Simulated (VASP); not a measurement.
Input of a VASP 6.6.1 run:

INCAR

```
PREC = Accurate ; ENCUT = 520
EDIFF = 1E-6 ; ISMEAR = 0
SIGMA = 0.05 ; LREAL = False
LASPH = True ; NELM = 100
ALGO = Normal ; ISIF = 2
LWAVE = False ; LCHARG = True
GGA = PS ; LELF = True
LVHAR = True ; NBANDS = 11
```

The input KPOINTS:

```
Automatic mesh
0
Gamma
  10 10 10
```

File POSCAR:

```
MgO
1.0
    0.0000000000      2.1351500000      2.1351500000
    2.0710955000      0.0000000000      2.1351500000
    2.0710955000      2.1351500000      0.0000000000
Mg O
1 1
Direct
    0.0000000000      0.0000000000      0.0000000000
    0.5000000000      0.5000000000      0.5000000000
```

Potentials or basis: VASP PAW PBE potentials, release 64 (Mg, O).

Launch:

```sh
$ cat potpaw_PBE.64/Mg/POTCAR potpaw_PBE.64/O/POTCAR > POTCAR
$ mpirun -np 1 vasp_std > vasp.out
```

**Question.** Estimate the band gap on the k mesh.

**Answer.** 4.50 eV, direct.

**Question.** Estimate the pressure.

**Answer.** -1.7 GPa.

Stress tensor (GPa, compression positive):
```
 2.51  0.00  0.00
 0.00 -3.74  0.00
 0.00  0.00 -3.74
```

Caveat: the cell differs from its parent crystal (strain -0.0300 x Voigt [1, 0, 0, 0, 0, 0]); the PAW data sets were made with another functional, which shifts forces and pressure a little.
